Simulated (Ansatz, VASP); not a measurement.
## SrZr2O3: VASP beside Ansatz

```xyz
6
Lattice="5.6443 0.0000 0.0000 -2.8222 4.8881 0.0000 0.0000 0.0000 3.1923" Properties=species:S:1:pos:R:3 pbc="T T T"
Sr    0.0000    0.0000    1.5962
Zr    0.0000    3.2588    1.5962
Zr    2.8222    1.6294    1.5962
O    -1.4111    2.4441    0.0000
O     2.8222    0.0000    0.0000
O     1.4111    2.4441    0.0000
```

Change from the starting cell: species swapped into the SmB2Ir3 type (P6/mmm, No. 191).

Alike in both runs: functional PBE; k mesh 3 × 3 × 4; occupations gaussian, width 0.15 eV; no spin polarisation.

Ansatz relaxed the structure, and its values are those at the end. VASP's run is a single point on that final structure, the one shown.

|  | VASP | Ansatz |
| --- | --- | --- |
| version | VASP 6.6.1 | Ansatz 0.2.0 |
| potentials or method | VASP PAW PBE potentials, release 64 (Sr_sv, Zr_sv, O), cutoff 600 eV | scalar-relativistic, plane waves, PAW |
| valence electrons in the cell | 52 | 52 |

|  | VASP | Ansatz | Ansatz less VASP |
| --- | --- | --- | --- |
| gap on the k mesh at the Fermi level (eV) | none | none | - |
| pressure (GPa) | 0.1 | 0.0 | -0.10 |

A gap of «none» marks a metal or a gap that the smearing closes.

The k mesh is coarse, so the values compare programs but aren't converged.
